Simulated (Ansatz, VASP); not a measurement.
# Bi: VASP beside Ansatz

```
Bi
1.0
     3.58071   -3.18767   -0.14723
     3.58071    3.18767   -0.14723
    -1.42492    0.00000    3.04061
Bi
2
Direct
  0.24976 0.24976 0.12192
  0.75024 0.75024 0.87808
```

Alike in both runs: functional PBE; k mesh 10 × 10 × 14; occupations gaussian, width 0.1 eV; no spin polarisation.

Ansatz relaxed the structure, and its values are those at the end. VASP's run is a single point on that final structure, the one shown.

|  | VASP | Ansatz |
| --- | --- | --- |
| version | VASP 6.6.1 | Ansatz 0.2.0 |
| potentials or method | VASP PAW PBE potentials, release 64 (Bi_d), cutoff 520 eV | scalar-relativistic, plane waves, PAW |
| valence electrons in the cell | 30 | 30 |

```tsv
	VASP	Ansatz	Ansatz less VASP
gap on the k mesh at the Fermi level (eV)	none	none	-
pressure (GPa)	-0.1	0.0	+0.06
```

A gap of «none» marks a metal or a gap that the smearing closes.

Neither program's run includes spin-orbit coupling.
